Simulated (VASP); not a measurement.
# GaSb (I-4m2) in VASP: a series of runs

GaSb is run at these levels: HSE06, r2SCAN50, HF, PBE-based screened hybrid with 25 % exact exchange; tasks: single point.

Program: VASP 6.6.1. These are calculated values, not measurements. Logs are shortened: lines on timing, memory, paths and dates and some standing lists are left out, and cuts for length are marked.

## Step 1: The cell of the first run

It takes space group I-4m2 (No. 119, tetragonal). Conventional cell: a = 5.507 Å, b = 5.507 Å, c = 3.181 Å, α = 90.00°, β = 90.00°, γ = 90.00°. Sb (site symmetry -4m2) has 8 Ga at 2.87 to 3.64 Å and 2 Sb at 3.18 Å within 3.8 Å. Within 3.8 Å of Ga (site symmetry -4m2) lie 8 Sb at 2.87 to 3.64 Å and 2 Ga at 3.18 Å.

## Step 2: Single point, HSE06

POSCAR

```
GaSb
1.0
   -2.7534340000      2.7534340000      1.5907070000
    2.7534340000     -2.7534340000      1.5907070000
    2.7534340000      2.7534340000     -1.5907070000
Sb Ga
1 1
Direct
    0.0000000000      0.0000000000      0.0000000000
    0.7500000000      0.2500000000      0.5000000000
```

INCAR.step1

```
SYSTEM = GaSb
PREC = Accurate
ENCUT = 520
EDIFF = 1E-5
ISMEAR = -1
SIGMA = 0.05
LREAL = .FALSE.
LASPH = .TRUE.
NELM = 100
ALGO = Normal
ISIF = 2
LWAVE = .TRUE.
LCHARG = .FALSE.
GGA = PE
NBANDS = 16
```

INCAR.step2

```
SYSTEM = GaSb
PREC = Accurate
ENCUT = 520
EDIFF = 1E-6
ISMEAR = -1
SIGMA = 0.05
LREAL = .FALSE.
LASPH = .TRUE.
NELM = 100
ALGO = Normal
ISIF = 2
LWAVE = .FALSE.
LCHARG = .FALSE.
GGA = PE
LHFCALC = .TRUE.
HFSCREEN = 0.2079
PRECFOCK = Normal
ISTART = 1
NBANDS = 16
```

KPOINTS

```
Automatic mesh
0
G
  5 5 5
  0 0 0
```

Potentials or basis: VASP PAW PBE potentials, release 64 (Sb, Ga_d).

Run with:

```sh
> cat potpaw_PBE.64/Sb/POTCAR potpaw_PBE.64/Ga_d/POTCAR > POTCAR
> cp INCAR.step1 INCAR
> mpirun -np 1 vasp_std > vasp.out
> cp INCAR.step2 INCAR
> mpirun -np 1 vasp_std > vasp.out
```

OUTCAR:

```text
SYSTEM = GaSb
   PREC = Accurate
   ENCUT = 520
   EDIFF = 1E-6
   ISMEAR = -1
   LREAL = .FALSE.
   LASPH = .TRUE.
   NELM = 100
   ISIF = 2
   GGA = PE
   LHFCALC = .TRUE.
   HFSCREEN = 0.2079
   PRECFOCK = Normal
   ISTART = 1

 ion  position               nearest neighbor table
   1  0.000  0.000  0.000-   2 2.87   2 2.87   2 2.87   2 2.87
   2  0.750  0.250  0.500-   1 2.87   1 2.87   1 2.87   1 2.87

  LATTYP: Found a body centered tetragonal cell.
 ALAT       =     5.5068680000
 C/A-ratio  =     0.5777174975

  Lattice vectors:

 A1 = (  -2.7534340000,   2.7534340000,   1.5907070000)
 A2 = (   2.7534340000,  -2.7534340000,   1.5907070000)
 A3 = (   2.7534340000,   2.7534340000,  -1.5907070000)

Analysis of symmetry for initial positions (statically):
=====================================================================
 Subroutine PRICEL returns:
 Original cell was already a primitive cell.

 Routine SETGRP: Setting up the symmetry group for a
 body centered tetragonal supercell.

 Subroutine GETGRP returns: Found  8 space group operations
 (whereof  8 operations were pure point group operations)
 out of a pool of 16 trial point group operations.

The static configuration has the point symmetry D_2d.

Analysis of symmetry for dynamics (positions and initial velocities):
=====================================================================
 Subroutine PRICEL returns:
 Original cell was already a primitive cell.

 Routine SETGRP: Setting up the symmetry group for a
 body centered tetragonal supercell.

 Subroutine GETGRP returns: Found  8 space group operations
 (whereof  8 operations were pure point group operations)
 out of a pool of 16 trial point group operations.

The dynamic configuration has the point symmetry D_2d.

 Subroutine INISYM returns: Found  8 space group operations
 (whereof  8 operations are pure point group operations),
 and found     1 'primitive' translations

----------------------------------------------------------------------------------------

                                     Primitive cell

  volume of cell :      48.2391

  direct lattice vectors                    reciprocal lattice vectors
    -2.753434000  2.753434000  1.590707000     0.000000000  0.181591424  0.314325643
     2.753434000 -2.753434000  1.590707000     0.181591424  0.000000000  0.314325643
     2.753434000  2.753434000 -1.590707000     0.181591424  0.181591424  0.000000000

  length of vectors
     4.206322187  4.206322187  4.206322187     0.363009717  0.363009717  0.256809054

  position of ions in fractional coordinates (direct lattice)
     0.000000000  0.000000000  0.000000000
     0.750000000  0.250000000  0.500000000

  ion indices of the primitive-cell ions
   primitive index   ion index
                 1           1
                 2           2

----------------------------------------------------------------------------------------

 KPOINTS: Automatic mesh

Automatic generation of k-mesh.
 Grid dimensions read from file:
 generate k-points for:    5    5    5

 Generating k-lattice:

  Cartesian coordinates                     Fractional coordinates (reciprocal lattice)
     0.000000000  0.036318285  0.062865129     0.200000000 -0.000000000  0.000000000
     0.036318285  0.000000000  0.062865129    -0.000000000  0.200000000  0.000000000
     0.036318285  0.036318285  0.000000000     0.000000000  0.000000000  0.200000000

  Length of vectors
     0.072601943  0.072601943  0.051361811

  Shift w.r.t. Gamma in fractional coordinates (k-lattice)
     0.000000000  0.000000000  0.000000000

 Subroutine IBZKPT returns following result:
 ===========================================

 Found     18 irreducible k-points:

 Following reciprocal coordinates:
            Coordinates               Weight
  0.000000  0.000000  0.000000      1.000000
  0.200000 -0.000000  0.000000      8.000000
  0.400000  0.000000 -0.000000      8.000000
  0.200000  0.200000  0.000000      8.000000
  0.400000  0.200000 -0.000000     16.000000
 -0.400000  0.200000  0.000000     16.000000
[... 10 lines left out ...]
 -0.400000  0.400000  0.400000      4.000000
 -0.400000 -0.400000  0.400000      2.000000
   k-points           NKPTS =     18   k-points in BZ     NKDIM =    125   number of bands    NBANDS=     16
   number of dos      NEDOS =    301   number of ions     NIONS =      2
   total plane-waves  NPLWV =  32768
   dimension x,y,z NGX =    32 NGY =   32 NGZ =   32
   dimension x,y,z NGXF=    64 NGYF=   64 NGZF=   64
   ions per type =               1   1
   NGX,Y,Z   is equivalent  to a cutoff of  12.65, 12.65, 12.65 a.u.
   NGXF,Y,Z  is equivalent  to a cutoff of  25.29, 25.29, 25.29 a.u.
 SYSTEM =  GaSb
   PREC   = accura    normal or accurate (medium, high low for compatibility)
   ISTART =      1    job   : 0-new  1-cont  2-samecut
   ICHARG =      0    charge: 1-file 2-atom 10-const
   ISPIN  =      1    spin polarized calculation?
   LNONCOLLINEAR =      F non collinear calculations
   LSORBIT =      F    spin-orbit coupling
   LASPH  =      T    aspherical Exc in radial PAW
   ENCUT  =  520.0 eV  38.22 Ry    6.18 a.u.   7.82  7.82  7.82*2*pi/ulx,y,z
   NELM   =    100;   NELMIN=  2; NELMDL=  0     # of ELM steps
   EDIFF  = 0.1E-05   stopping-criterion for ELM
   LREAL  =      F    real-space projection
   EDIFFG = 0.1E-04   stopping-criterion for IOM
   NSW    =      0    number of steps for IOM
   IBRION =     -1    ionic relax: 0-MD 1-quasi-New 2-CG
   NFREE  =      0    steps in history (QN), initial steepest desc. (CG)
   ISIF   =      2    stress and relaxation
   ISYM   =      3    0-nonsym 1-usesym 2-fastsym
   POTIM  = 0.5000    time-step for ionic-motion
   TEBEG  =    0.0;   TEEND  =   0.0 temperature during run
   PSTRESS=    0.0 pullay stress
   NELECT =      18.0000    total number of electrons
   NUPDOWN=      -1.0000    fix difference up-down
   EMIN   =  10.00;   EMAX   =-10.00  energy-range for DOS
   EFERMI =   0.00;   METHOD = LEGACY
   ISMEAR =    -1;   SIGMA  =   0.05  broadening in eV -4-tet -1-fermi 0-gaus
   EFERMI_NEDOS =   21; number of points for ismear=-14 and -15
   IALGO  =     38    algorithm
   IMIX   =      1    mixing-type and parameters
     AMIX     =   0.40;   BMIX     =  1.00
     AMIX_MAG =   1.60;   BMIX_MAG =  1.00
  volume/ion in A,a.u.               =      24.12       162.77
  Fermi-wavevector in a.u.,A,eV,Ry     =   1.178598  2.227228 18.899772  1.389094
  Thomas-Fermi vector in A             =   2.314924
   LORBIT       =      0    0 simple, 1 ext, 2 COOP (PROOUT), +10 PAW based schemes
   GGA     = PE    functional components
   LHFCALC =     T    Hartree Fock is set to
   PRECFOCK=normal    Normal, Fast or Accurate (Low or Medium for compatibility)
   ENCUT4O =  -1.0   cutoff for four orbital integrals eV
   NKREDX  =     1    reduce k-point grid by
   NKREDY  =     1    reduce k-point grid by
   NKREDZ  =     1    reduce k-point grid by
   AEXX    =    0.2500 exact exchange contribution
   HFSCREEN=    0.2079 screening length (either q_TF or 0.3 A-1)
   HFSCREENC=   0.2079 screening length for correlation (either q_TF or 0.3 A-1)
   ENCUTFOCK=  -1.0 apply spherical cutoff to Coloumb kernel
   IVDW    =     0    specifies the selected vdW correction
   LEPSILON=     F    determine dielectric tensor
   LRPA    =     F    only Hartree local field effects (RPA)
 non-spin polarized calculation
  energy-cutoff  :      520.00
  volume of cell :       48.24
 maximum number of plane-waves:      1311
  NGX = 24; NGY = 24; NGZ = 24

 number of electron      17.9999994 magnetization

 Free energy of the ion-electron system (eV)
  ---------------------------------------------------
  ext. energy  EPLUGINS =         0.00000000
  ---------------------------------------------------
  free energy    TOTEN  =        -8.22436603 eV

  energy without entropy =       -8.21386517  energy(sigma->0) =       -8.21911560

 E-fermi :   6.6860     XC(G=0):  -8.4867

 val. band max:        6.3822176179   @ k =   0.4000   0.4000   0.0000
 cond. band min:       6.7753679633   @ k =   0.4000   0.2000  -0.0000
 fundamental gap:      0.3931503454
 Fermi energy:         6.6860186059

 k-point     1 :       0.0000    0.0000    0.0000
  band No.  band energies     occupation
      1     -11.3572      2.00000
      2     -11.2738      2.00000
      3     -11.2573      2.00000
      4     -11.2498      2.00000
      5     -11.2498      2.00000
      6      -6.9319      2.00000
[... 8 lines left out ...]
     15      16.8977      0.00000
     16      17.8203      0.00000

 k-point     2 :       0.2000   -0.0000    0.0000
  band No.  band energies     occupation
      1     -11.3142      2.00000
      2     -11.2782      2.00000
      3     -11.2685      2.00000
      4     -11.2666      2.00000
      5     -11.2498      2.00000
      6      -6.0918      2.00000
[... 8 lines left out ...]
     15      15.1159      0.00000
     16      16.8400      0.00000

 k-point     3 :       0.4000    0.0000   -0.0000
  band No.  band energies     occupation
      1     -11.3033      2.00000
      2     -11.2983      2.00000
      3     -11.2804      2.00000
      4     -11.2408      2.00000
      5     -11.2381      2.00000
      6      -3.7478      2.00000
[... 8 lines left out ...]
     15      15.7934      0.00000
     16      18.8350      0.00000

 k-point     4 :       0.2000    0.2000    0.0000
  band No.  band energies     occupation
      1     -11.3007      2.00000
      2     -11.2975      2.00000
      3     -11.2802      2.00000
      4     -11.2431      2.00000
      5     -11.2394      2.00000
      6      -4.0761      2.00000
[... 8 lines left out ...]
     15      15.5061      0.00000
     16      16.1791      0.00000
[... 210 lines left out ...]
 k-point    16 :      -0.2000   -0.2000    0.2000
  band No.  band energies     occupation
      1     -11.2972      2.00000
      2     -11.2972      2.00000
      3     -11.2818      2.00000
      4     -11.2447      2.00000
      5     -11.2419      2.00000
      6      -4.4284      2.00000
[... 8 lines left out ...]
     15      18.1979      0.00000
     16      18.1979      0.00000

 k-point    17 :      -0.4000    0.4000    0.4000
  band No.  band energies     occupation
      1     -11.3524      2.00000
      2     -11.3281      2.00000
      3     -11.2447      2.00000
      4     -11.2445      2.00000
      5     -11.2335      2.00000
      6      -4.3813      2.00000
[... 8 lines left out ...]
     15      19.0401      0.00000
     16      19.5804      0.00000

 k-point    18 :      -0.4000   -0.4000    0.4000
  band No.  band energies     occupation
      1     -11.3251      2.00000
      2     -11.3084      2.00000
      3     -11.2642      2.00000
      4     -11.2642      2.00000
      5     -11.2308      2.00000
      6      -3.4610      2.00000
[... 8 lines left out ...]
     15      18.9773      0.00000
     16      19.8833      0.00000

------------------------ aborting loop because EDIFF is reached ----------------------------------------

  FORCE on cell =-STRESS in cart. coord.  units (eV):
  Direction    XX          YY          ZZ          XY          YZ          ZX
  --------------------------------------------------------------------------------------
  -------------------------------------------------------------------------------------
  Total       -0.7208591     -0.7208591     -0.4596860      0.0000000      0.0000000      0.0000000
  in kB      -23.9420559    -23.9420559    -15.2676536      0.0000000      0.0000000      0.0000000
  external PRESSURE =     -21.0505884 kB  Pullay stress =       0.0000000 kB

 VOLUME and BASIS-vectors are now :
 -----------------------------------------------------------------------------
  energy-cutoff  :      520.00
  volume of cell :       48.24
      direct lattice vectors                 reciprocal lattice vectors
    -2.753434000  2.753434000  1.590707000     0.000000000  0.181591424  0.314325643
     2.753434000 -2.753434000  1.590707000     0.181591424  0.000000000  0.314325643
     2.753434000  2.753434000 -1.590707000     0.181591424  0.181591424  0.000000000

 POSITION                                       TOTAL-FORCE (eV/Angst)
 -----------------------------------------------------------------------------------
      0.00000      0.00000      0.00000         0.000000     -0.000000      0.000000
      0.00000      2.75343      0.79535        -0.000000      0.000000     -0.000000
 -----------------------------------------------------------------------------------
    total drift:                               -0.000001      0.000002     -0.000000

  FREE ENERGIE OF THE ION-ELECTRON SYSTEM (eV)
  ---------------------------------------------------
  free  energy   TOTEN  =        -8.2243660265 eV

  energy  without entropy=       -8.2138651681  energy(sigma->0) =       -8.21911560
```

It took 13 min on 1 thread of Intel Xeon 6975P-C (Granite Rapids), shared host; peak memory 0.3 GiB.

Results:

- Free energy: -8.2244 eV
- Pressure: -2.1 GPa
- Band gap on the k mesh: zero (bands 9 and 10 overlap by 3.00 eV)

Levels at points of the mesh, in eV from the Fermi level:
| k point | band 7 | band 8 | band 9 | band 10 | band 11 | band 12 |
| --- | --- | --- | --- | --- | --- | --- |
| (0.00, 0.00, 0.00) | -3.27 | -2.46 | -2.46 | 3.50 | 5.38 | 7.71 |

Caveat: the k points lie up to 0.46 Å⁻¹ apart, too coarse for converged energies and pressures of a metal; the PAW data sets were made with another functional, which shifts forces and pressure a little; spin-orbit coupling is left out, which moves the levels of the heavy elements.

## Step 3: Single point, r2SCAN50

POSCAR is that of step 2.

INCAR.step1

```
SYSTEM = GaSb
PREC = Accurate ; ENCUT = 520
EDIFF = 1E-5 ; ISMEAR = -1
SIGMA = 0.05 ; LREAL = .False.
LASPH = .True. ; NELM = 100
ALGO = Normal ; ISIF = 2
LWAVE = .True. ; LCHARG = .False.
GGA = PE ; NBANDS = 16
LUSENCCL = .False.
```

INCAR.step2

```
SYSTEM = GaSb
PREC = Accurate ; ENCUT = 520
EDIFF = 1E-6 ; ISMEAR = -1
SIGMA = 0.05 ; LREAL = .False.
LASPH = .True. ; NELM = 100
ALGO = Normal ; ISIF = 2
LWAVE = .False. ; LCHARG = .False.
METAGGA = R2SCAN ; LHFCALC = .True.
AEXX = 0.5 ; LMIXTAU = .True.
PRECFOCK = Normal ; ISTART = 1
NBANDS = 16 ; LUSENCCL = .False.
```

KPOINTS

```
regular mesh
0
Gamma
  5 5 5
  0 0 0
```

Potentials or basis: VASP PAW PBE potentials, release 64 (Sb, Ga_d).

Run with:

```sh
> cat potpaw_PBE.64/Sb/POTCAR potpaw_PBE.64/Ga_d/POTCAR > POTCAR
> cp INCAR.step1 INCAR
> mpirun -np 1 vasp_std > vasp.out
> cp INCAR.step2 INCAR
> mpirun -np 1 vasp_std > vasp.out
```

Run time: 17 min. Hardware: 1 × NVIDIA H100 80GB with 1 thread of Intel Xeon Platinum 8481C at 2.70GHz (Sapphire Rapids), shared host; peak memory 1.2 GiB.

The run converged. Its results:

- Free energy: -27.4760 eV
- Pressure: -5.6 GPa
- Band gap on the k mesh: zero (bands 9 and 10 overlap by 4.55 eV)

Stress tensor (GPa, compression positive):
```
-5.92  0.00  0.00
 0.00 -5.92  0.00
 0.00  0.00 -5.02
```

Levels at points of the mesh, in eV from the Fermi level:
```csv
k point,band 5,band 6,band 7,band 8,band 9,band 10,band 11,band 12,band 13,band 14
"(0.00, 0.00, 0.00)",-22.10,-16.12,-4.24,-3.84,-3.84,4.61,6.74,9.29,9.29,9.78
```

Caveat: the k points lie up to 0.46 Å⁻¹ apart, too coarse for converged energies and pressures of a metal; the PAW data sets were made with another functional, which shifts forces and pressure a little; spin-orbit coupling is left out, which moves the levels of the heavy elements.

## Step 4: Single point, HF

POSCAR is that of step 3.

INCAR.step1

```
SYSTEM = GaSb
ALGO     = Normal         ! electronic algorithm
EDIFF    = 1E-5           ! SCF threshold, eV
ENCUT    = 520            ! plane-wave cutoff, eV
GGA      = PE             ! functional
ISIF     = 2              ! what is computed and relaxed
ISMEAR   = -1             ! smearing method
LASPH    = .TRUE.         ! aspherical terms in the spheres
LCHARG   = .FALSE.        ! write CHGCAR
LREAL    = .FALSE.        ! projectors in reciprocal space
LUSENCCL = .FALSE.      
LWAVE    = .TRUE.         ! write WAVECAR
NBANDS   = 16             ! bands
NELM     = 80             ! most SCF steps
PREC     = Accurate       ! precision mode
SIGMA    = 0.05           ! smearing width, eV
```

INCAR.step2

```
SYSTEM = GaSb
AEXX     = 1.0            ! exact-exchange fraction
AGGAC    = 0.0          
ALDAC    = 0.0          
ALGO     = Normal         ! electronic algorithm
EDIFF    = 1E-7           ! SCF threshold, eV
ENCUT    = 520            ! plane-wave cutoff, eV
GGA      = PE             ! functional
ISIF     = 2              ! what is computed and relaxed
ISMEAR   = -1             ! smearing method
ISTART   = 1            
LASPH    = .TRUE.         ! aspherical terms in the spheres
LCHARG   = .FALSE.        ! write CHGCAR
LHFCALC  = .TRUE.         ! exact exchange
LREAL    = .FALSE.        ! projectors in reciprocal space
LUSENCCL = .FALSE.      
LWAVE    = .FALSE.        ! write WAVECAR
NBANDS   = 16             ! bands
NELM     = 80             ! most SCF steps
PREC     = Accurate       ! precision mode
PRECFOCK = Normal       
SIGMA    = 0.05           ! smearing width, eV
```

KPOINTS

```
k-points
0
G
  5 5 5
  0 0 0
```

Run with:

```sh
> cat potpaw_PBE.64/Sb/POTCAR potpaw_PBE.64/Ga_d/POTCAR > POTCAR
> cp INCAR.step1 INCAR
> mpirun -np 1 vasp_std > vasp.out
> cp INCAR.step2 INCAR
> mpirun -np 1 vasp_std > vasp.out
```

Wall time 22 min (1 × NVIDIA H100 80GB with 1 thread of Intel Xeon Platinum 8481C at 2.70GHz (Sapphire Rapids), shared host); peak memory 1.2 GiB.

It converged, with:

- Free energy: -37.6591 eV
- Pressure: -23.7 GPa
- Band gap on the k mesh: zero (bands 9 and 10 overlap by 6.02 eV)

Stress tensor (GPa, compression positive):
```
-36.59   0.00   0.00
  0.00 -36.59   0.00
  0.00   0.00   1.98
```

Levels at points of the mesh, in eV from the Fermi level:
| k point | band 7 | band 8 | band 9 | band 10 | band 11 | band 12 |
| --- | --- | --- | --- | --- | --- | --- |
| (0.00, 0.00, 0.00) | -5.99 | -5.99 | 3.66 | 3.89 | 9.81 | 11.56 |

Caveat: the k points lie up to 0.46 Å⁻¹ apart, too coarse for converged energies and pressures of a metal; the PAW data sets were made with another functional, which shifts forces and pressure a little; spin-orbit coupling is left out, which moves the levels of the heavy elements.

## Step 5: Single point, PBE-based screened hybrid with 25 % exact exchange

POSCAR is that of step 4.

INCAR.step1

```
PREC = Accurate
ENCUT = 520
EDIFF = 1E-5
ISMEAR = -1
SIGMA = 0.05
LREAL = F
LASPH = T
NELM = 100
ALGO = Normal
ISIF = 2
LWAVE = T
LCHARG = F
NBANDS = 16
GGA = PE
LUSENCCL = F
```

INCAR.step2

```
PREC = Accurate
ENCUT = 520
EDIFF = 1E-6
ISMEAR = -1
SIGMA = 0.05
LREAL = F
LASPH = T
NELM = 100
ALGO = Normal
ISIF = 2
LWAVE = F
LCHARG = F
GGA = PE
LHFCALC = T
AEXX = 0.25
HFSCREEN = 0.1
PRECFOCK = Normal
NBANDS = 16
ISTART = 1
LUSENCCL = F
```

KPOINTS

```
regular mesh
0
Gamma
  5 5 5
```

Run with:

```sh
> cat potpaw_PBE.64/Sb/POTCAR potpaw_PBE.64/Ga_d/POTCAR > POTCAR
> cp INCAR.step1 INCAR
> mpirun -np 1 vasp_std > vasp.out
> cp INCAR.step2 INCAR
> mpirun -np 1 vasp_std > vasp.out
```

Wall time 22 min (1 × NVIDIA H100 80GB with 1 thread of AMD EPYC 7R13 (Zen 3), shared host); peak memory 1.2 GiB.

The run converged. Its results:

* Free energy: -8.6230 eV
* Pressure: -2.5 GPa
* Band gap on the k mesh: zero (bands 9 and 10 overlap by 3.17 eV)

Stress tensor (GPa, compression positive):
```
-2.82  0.00  0.00
 0.00 -2.82  0.00
 0.00  0.00 -1.92
```

Levels at points of the mesh, in eV from the Fermi level:
```csv
k point,band 5,band 6,band 7,band 8,band 9,band 10,band 11,band 12,band 13,band 14
"(0.00, 0.00, 0.00)",-18.21,-13.91,-3.48,-2.68,-2.68,3.57,5.53,7.86,7.86,8.26
```

Caveat: the k points lie up to 0.46 Å⁻¹ apart, too coarse for converged energies and pressures of a metal; the PAW data sets were made with another functional, which shifts forces and pressure a little; spin-orbit coupling is left out, which moves the levels of the heavy elements.

[end of part 1 of 2]
